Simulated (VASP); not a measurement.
# Cd in VASP: notebook

Cd is run at these levels: PBE; tasks: single point.

Everything below comes from runs of VASP 6.6.1. Logs are shortened: lines on timing, memory, paths and dates and some standing lists are left out, and cuts for length are marked.

## Step 1: The cell of the first run

The typed cell holds 4 atoms: a = 4.498 Å, b = 4.498 Å, c = 4.498 Å, α = 90.00°, β = 90.00°, γ = 90.00°.

This isn't the form of Cd at room conditions, which is hcp.

## Step 2: Single point, PBE

Input file INCAR:

```
SYSTEM = Cd
  ALGO = Fast
  EDIFF = 1E-7
  ENCUT = 520
  GGA = PE
  ISIF = 2
  ISMEAR = 0
  LASPH = .TRUE.
  LCHARG = .FALSE.
  LREAL = .FALSE.
  LWAVE = .FALSE.
  NBANDS = 32
  NELM = 60
  PREC = Accurate
  SIGMA = 0.1
```

Input file KPOINTS:

```
k-points
0
G
  10 10 10
  0 0 0
```

Input file POSCAR:

```
Cd
1.0
    4.4982400804      0.0000000000      0.0000000000
    0.0000000000      4.4982400804      0.0000000000
    0.0000000000      0.0000000000      4.4982400804
Cd
4
Direct
    0.0000238946      0.0000238946      0.0000238946
    0.4999761054      0.9999761054      0.5000238946
    0.5000238946      0.4999761054      0.9999761054
    0.9999761054      0.5000238946      0.4999761054
```

Potentials or basis: VASP PAW PBE potentials, release 64 (Cd).

Started as:

```
cat potpaw_PBE.64/Cd/POTCAR > POTCAR
mpirun -np 1 vasp_std > vasp.out
```

OUTCAR:

```text
SYSTEM = Cd
   EDIFF = 1E-7
   ENCUT = 520
   GGA = PE
   ISIF = 2
   ISMEAR = 0
   LASPH = .TRUE.
   LREAL = .FALSE.
   NELM = 60
   PREC = Accurate

 ion  position               nearest neighbor table
   1  0.000  0.000  0.000-   2 3.18   3 3.18   4 3.18   2 3.18   4 3.18   3 3.18   4 3.18   4 3.18
                             2 3.18   3 3.18   2 3.18   3 3.18
   2  0.500  1.000  0.500-   1 3.18   3 3.18   4 3.18   1 3.18   3 3.18   4 3.18   1 3.18   3 3.18
                             1 3.18   3 3.18   4 3.18   4 3.18
   3  0.500  0.500  1.000-   1 3.18   2 3.18   4 3.18   4 3.18   2 3.18   1 3.18   2 3.18   1 3.18
                             1 3.18   2 3.18   4 3.18   4 3.18
   4  1.000  0.500  0.500-   1 3.18   2 3.18   3 3.18   3 3.18   1 3.18   2 3.18   3 3.18   1 3.18
                             3 3.18   2 3.18   1 3.18   2 3.18

  LATTYP: Found a simple cubic cell.
 ALAT       =     4.4982400804

  Lattice vectors:

 A1 = (   4.4982400804,   0.0000000000,   0.0000000000)
 A2 = (   0.0000000000,   4.4982400804,   0.0000000000)
 A3 = (   0.0000000000,   0.0000000000,   4.4982400804)

Analysis of symmetry for initial positions (statically):
=====================================================================
 Subroutine PRICEL returns:
 Original cell was already a primitive cell.

 Routine SETGRP: Setting up the symmetry group for a
 simple cubic supercell.

 Subroutine GETGRP returns: Found 12 space group operations
 (whereof  3 operations were pure point group operations)
 out of a pool of 48 trial point group operations.

The static configuration has the point symmetry C_3 .
 The point group associated with its full space group is T   .

Analysis of symmetry for dynamics (positions and initial velocities):
=====================================================================
 Subroutine PRICEL returns:
 Original cell was already a primitive cell.

 Routine SETGRP: Setting up the symmetry group for a
 simple cubic supercell.

 Subroutine GETGRP returns: Found 12 space group operations
 (whereof  3 operations were pure point group operations)
 out of a pool of 48 trial point group operations.

The dynamic configuration has the point symmetry C_3 .
 The point group associated with its full space group is T   .

 Subroutine INISYM returns: Found 12 space group operations
 (whereof  3 operations are pure point group operations),
 and found     1 'primitive' translations

----------------------------------------------------------------------------------------

                                     Primitive cell

  volume of cell :      91.0181

  direct lattice vectors                    reciprocal lattice vectors
     4.498240080  0.000000000  0.000000000     0.222309166  0.000000000  0.000000000
     0.000000000  4.498240080  0.000000000     0.000000000  0.222309166  0.000000000
     0.000000000  0.000000000  4.498240080     0.000000000  0.000000000  0.222309166

  length of vectors
     4.498240080  4.498240080  4.498240080     0.222309166  0.222309166  0.222309166

  position of ions in fractional coordinates (direct lattice)
     0.000023895  0.000023895  0.000023895
     0.499976105  0.999976105  0.500023895
     0.500023895  0.499976105  0.999976105
     0.999976105  0.500023895  0.499976105

  ion indices of the primitive-cell ions
   primitive index   ion index
                 1           1
                 2           2
                 3           3
                 4           4

----------------------------------------------------------------------------------------

 KPOINTS: k-points

Automatic generation of k-mesh.
 Grid dimensions read from file:
 generate k-points for:   10   10   10

 Generating k-lattice:

  Cartesian coordinates                     Fractional coordinates (reciprocal lattice)
     0.022230917  0.000000000  0.000000000     0.100000000  0.000000000  0.000000000
     0.000000000  0.022230917  0.000000000     0.000000000  0.100000000  0.000000000
     0.000000000  0.000000000  0.022230917     0.000000000  0.000000000  0.100000000

  Length of vectors
     0.022230917  0.022230917  0.022230917

  Shift w.r.t. Gamma in fractional coordinates (k-lattice)
     0.000000000  0.000000000  0.000000000

 Subroutine IBZKPT returns following result:
 ===========================================

 Found     76 irreducible k-points:

 Following reciprocal coordinates:
            Coordinates               Weight
  0.000000  0.000000  0.000000      1.000000
  0.100000  0.000000  0.000000      6.000000
  0.200000  0.000000  0.000000      6.000000
  0.300000  0.000000  0.000000      6.000000
  0.400000  0.000000  0.000000      6.000000
  0.500000  0.000000  0.000000      3.000000
[... 16 lines left out ...]
  0.300000  0.300000  0.000000     12.000000
  0.400000  0.300000  0.000000     12.000000
 [... further k-points ...]
   k-points           NKPTS =     76   k-points in BZ     NKDIM =     76   number of bands    NBANDS=     32
   number of dos      NEDOS =    301   number of ions     NIONS =      4
   total plane-waves  NPLWV =  46656
   dimension x,y,z NGX =    36 NGY =   36 NGZ =   36
   dimension x,y,z NGXF=    72 NGYF=   72 NGZF=   72
   ions per type =               4
   NGX,Y,Z   is equivalent  to a cutoff of  13.30, 13.30, 13.30 a.u.
   NGXF,Y,Z  is equivalent  to a cutoff of  26.61, 26.61, 26.61 a.u.
 SYSTEM =  Cd
   PREC   = accura    normal or accurate (medium, high low for compatibility)
   ISTART =      0    job   : 0-new  1-cont  2-samecut
   ICHARG =      2    charge: 1-file 2-atom 10-const
   ISPIN  =      1    spin polarized calculation?
   LNONCOLLINEAR =      F non collinear calculations
   LSORBIT =      F    spin-orbit coupling
   LASPH  =      T    aspherical Exc in radial PAW
   ENCUT  =  520.0 eV  38.22 Ry    6.18 a.u.   8.36  8.36  8.36*2*pi/ulx,y,z
   NELM   =     60;   NELMIN=  2; NELMDL= -5     # of ELM steps
   EDIFF  = 0.1E-06   stopping-criterion for ELM
   LREAL  =      F    real-space projection
   EDIFFG = 0.1E-05   stopping-criterion for IOM
   NSW    =      0    number of steps for IOM
   IBRION =     -1    ionic relax: 0-MD 1-quasi-New 2-CG
   NFREE  =      0    steps in history (QN), initial steepest desc. (CG)
   ISIF   =      2    stress and relaxation
   ISYM   =      2    0-nonsym 1-usesym 2-fastsym
   POTIM  = 0.5000    time-step for ionic-motion
   TEBEG  =    0.0;   TEEND  =   0.0 temperature during run
   PSTRESS=    0.0 pullay stress
   NELECT =      48.0000    total number of electrons
   NUPDOWN=      -1.0000    fix difference up-down
   EMIN   =  10.00;   EMAX   =-10.00  energy-range for DOS
   EFERMI =   0.00;   METHOD = LEGACY
   ISMEAR =     0;   SIGMA  =   0.10  broadening in eV -4-tet -1-fermi 0-gaus
   EFERMI_NEDOS =   21; number of points for ismear=-14 and -15
   IALGO  =     68    algorithm
   IMIX   =      4    mixing-type and parameters
     AMIX     =   0.40;   BMIX     =  1.00
     AMIX_MAG =   1.60;   BMIX_MAG =  1.00
  volume/ion in A,a.u.               =      22.75       153.56
  Fermi-wavevector in a.u.,A,eV,Ry     =   1.322653  2.499452 23.802184  1.749411
  Thomas-Fermi vector in A             =   2.452318
   LORBIT       =      0    0 simple, 1 ext, 2 COOP (PROOUT), +10 PAW based schemes
   GGA     = PE    functional components
   LHFCALC =     F    Hartree Fock is set to
   AEXX    =    0.0000 exact exchange contribution
   IVDW    =     0    specifies the selected vdW correction
   LEPSILON=     F    determine dielectric tensor
   LRPA    =     F    only Hartree local field effects (RPA)
 non-spin polarized calculation
 RMM-DIIS sequential band-by-band and
 Gauss-broadening in eV      SIGMA  =   0.10
  energy-cutoff  :      520.00
  volume of cell :       91.02
 maximum number of plane-waves:      2477
 NGX is ok and might be reduce to    36
   NGX = 17   NGY = 17   NGZ = 17

 number of electron      48.0000041 magnetization

 Free energy of the ion-electron system (eV)
  ---------------------------------------------------
  ext. energy  EPLUGINS =         0.00000000
  ---------------------------------------------------
  free energy    TOTEN  =        -2.96495405 eV

  energy without entropy =       -2.95702642  energy(sigma->0) =       -2.96099023

 E-fermi :   2.5521     XC(G=0): -10.7692

 val. band max:        2.5077853505   @ k =  -0.1000   0.4000   0.0000
 cond. band min:       2.5712217733   @ k =   0.4000   0.4000   0.2000
 fundamental gap:      0.0634364228
 Fermi energy:         2.5520511317

 k-point     1 :       0.0000    0.0000    0.0000
  band No.  band energies     occupation
      1      -7.0716      2.00000
      2      -7.0716      2.00000
      3      -7.0716      2.00000
      4      -6.9982      2.00000
      5      -6.9982      2.00000
      6      -6.9982      2.00000
[... 24 lines left out ...]
     31       9.1906      0.00000
     32       9.1906      0.00000

 k-point     2 :       0.1000    0.0000    0.0000
  band No.  band energies     occupation
      1      -7.0579      2.00000
      2      -7.0460      2.00000
      3      -7.0460      2.00000
      4      -6.9752      2.00000
      5      -6.9749      2.00000
      6      -6.9749      2.00000
[... 24 lines left out ...]
     31       8.7781      0.00000
     32       9.3070      0.00000

 k-point     3 :       0.2000    0.0000    0.0000
  band No.  band energies     occupation
      1      -7.0180      2.00000
      2      -6.9701      2.00000
      3      -6.9701      2.00000
      4      -6.9098      2.00000
      5      -6.9098      2.00000
      6      -6.9084      2.00000
[... 24 lines left out ...]
     31       7.9507      0.00000
     32       9.6516      0.00000

 k-point     4 :       0.3000    0.0000    0.0000
  band No.  band energies     occupation
      1      -6.9554      2.00000
      2      -6.8463      2.00000
      3      -6.8463      2.00000
      4      -6.8182      2.00000
      5      -6.8182      2.00000
      6      -6.8045      2.00000
[... 654 lines left out ...]
     31       9.9388      0.00000
     32       9.9392      0.00000

 k-point    23 :       0.3000    0.3000    0.0000
  band No.  band energies     occupation
      1      -6.8356      2.00000
      2      -6.7655      2.00000
      3      -6.7654      2.00000
      4      -6.6422      2.00000
      5      -6.6421      2.00000
      6      -6.5794      2.00000
[... 24 lines left out ...]
     31       9.5580      0.00000
     32       9.5584      0.00000

 k-point    24 :       0.4000    0.3000    0.0000
  band No.  band energies     occupation
      1      -6.7590      2.00000
      2      -6.7120      2.00000
      3      -6.6284      2.00000
      4      -6.6065      2.00000
      5      -6.5956      2.00000
      6      -6.5320      2.00000
[... 24 lines left out ...]
     31       9.7313      0.00000
     32       9.9300      0.00000

 [... further k-points ...]
[... 5 lines left out ...]
  --------------------------------------------------------------------------------------
  -------------------------------------------------------------------------------------
  Total        0.1333282      0.1333282      0.1333282      0.0000000      0.0000000      0.0000000
  in kB        2.3469548      2.3469548      2.3469548      0.0000000      0.0000000      0.0000000
  external PRESSURE =       2.3469548 kB  Pullay stress =       0.0000000 kB

 VOLUME and BASIS-vectors are now :
 -----------------------------------------------------------------------------
  energy-cutoff  :      520.00
  volume of cell :       91.02
      direct lattice vectors                 reciprocal lattice vectors
     4.498240080  0.000000000  0.000000000     0.222309166  0.000000000  0.000000000
     0.000000000  4.498240080  0.000000000     0.000000000  0.222309166  0.000000000
     0.000000000  0.000000000  4.498240080     0.000000000  0.000000000  0.222309166

 POSITION                                       TOTAL-FORCE (eV/Angst)
 -----------------------------------------------------------------------------------
      0.00011      0.00011      0.00011        -0.000165     -0.000165     -0.000165
      2.24901      4.49813      2.24923         0.000165      0.000165     -0.000165
      2.24923      2.24901      4.49813        -0.000165      0.000165      0.000165
      4.49813      2.24923      2.24901         0.000165     -0.000165      0.000165
 -----------------------------------------------------------------------------------
    total drift:                               -0.000000     -0.000000     -0.000000

  FREE ENERGIE OF THE ION-ELECTRON SYSTEM (eV)
  ---------------------------------------------------
  free  energy   TOTEN  =        -2.9649540458 eV

  energy  without entropy=       -2.9570264191  energy(sigma->0) =       -2.96099023
```

It took 4.5 min on 1 thread of Intel Xeon 8259CL, shared host; peak memory 0.31 GiB.

Results:

| Quantity | Value |
| --- | --- |
| Free energy | -2.9650 eV |
| Pressure | 0.2 GPa |
| Band gap on the k mesh | zero (bands 24 and 25 overlap by 3.26 eV) |

## Step 3: Single point, PBE

Input file INCAR:

```
PREC = Accurate
ENCUT = 520
EDIFF = 1E-7
ISMEAR = 0
SIGMA = 0.1
LREAL = False
LASPH = True
NELM = 60
ALGO = Fast
ISIF = 2
LWAVE = False
LCHARG = True
GGA = PE
LELF = True
LVHAR = True
NBANDS = 32
```

Input file KPOINTS:

```
regular mesh
0
Gamma
  10 10 10
```

POSCAR is that of step 2.

Potentials or basis: VASP PAW PBE potentials, release 64 (Cd).

Started as:

```
cat potpaw_PBE.64/Cd/POTCAR > POTCAR
mpirun -np 1 vasp_std > vasp.out
```

Run time: 5 min. Hardware: 1 thread of Intel Xeon 8259CL, shared host; peak memory 0.31 GiB.

The run converged. Its results:

```
Free energy            : -2.9650 eV
Pressure               : 0.2 GPa
Band gap on the k mesh : zero (bands 24 and 25 overlap by 3.26 eV)
```

Levels at points of the mesh, in eV from the Fermi level:
```tsv
k point	band 21	band 22	band 23	band 24	band 25	band 26	band 27	band 28
(0.00, 0.00, 0.00)	-8.20	-0.71	-0.71	-0.71	1.22	1.22	1.22	6.64
(0.50, 0.00, 0.00)	-6.28	-6.28	1.86	1.86	2.04	2.04	2.04	2.04
(0.50, 0.50, 0.00)	-3.95	-3.95	-3.95	-3.95	4.46	4.46	4.46	4.46
(0.50, 0.50, 0.50)	-2.17	-2.17	-2.17	-2.17	-1.40	-1.40	-1.40	-1.40
```

The gap in the log of VASP goes by the Fermi energy; the results here count the filled bands.